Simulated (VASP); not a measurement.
Input of a VASP 6.6.1 run:

INCAR

```
PREC = Accurate
ENCUT = 520
EDIFF = 1E-6
ISMEAR = 0
SIGMA = 0.05
LREAL = Auto
LASPH = True
NELM = 80
ALGO = Normal
ISIF = 2
LWAVE = False
LCHARG = False
GGA = PE
NBANDS = 59
NELECT = 88.0
```

File KPOINTS:

```
regular mesh
0
Gamma
  4 4 2
```

File POSCAR:

```
Si6O11
1.0
   -2.5103274377      4.3480146658      0.0000000000
    0.0000000000      0.0000000000      5.5092660079
    7.5309823132      4.3480146658      0.0000000000
Si O
6 11
Direct
    0.7617495765      0.3333333333      0.2382504235
    0.2617495765      0.3333333333      0.7382504235
    0.9765008470      0.6666666667      0.5000000000
    0.4765008470      0.6666666667      0.0000000000
    0.2617495765      0.0000000000      0.2617495765
    0.7617495765      0.0000000000      0.7617495765
    0.0486521033      0.2055717715      0.2072260374
    0.5486521033      0.2055717715      0.7072260374
    0.7865130045      0.5389051049      0.3720609296
    0.2865130045      0.5389051049      0.8720609296
    0.6648348922      0.8722384382      0.9207130329
    0.2865130045      0.7944282285      0.1279390704
    0.7865130045      0.7944282285      0.6279390704
    0.6648348922      0.4610948951      0.0792869671
    0.1648348922      0.4610948951      0.5792869671
    0.5176413004      0.0827934037      0.3152892804
    0.0486521033      0.1277615618      0.7927739626
```

Potentials or basis: VASP PAW PBE potentials, release 64 (Si, O).

Launch:

```bash
$ cat potpaw_PBE.64/Si/POTCAR potpaw_PBE.64/O/POTCAR > POTCAR
$ mpirun -np 1 vasp_std > vasp.out
```

(1) Predict the largest force.

Answers

(1) 10.825 eV/Å.

Caveat: the k points lie up to 0.36 Å⁻¹ apart; the cell carries a net charge on a neutralising background, which shifts energy and pressure; the cell differs from its parent crystal (atoms taken out, atom 16 moved 0.125 of the way to it and +0.125 Å across, host rigid).
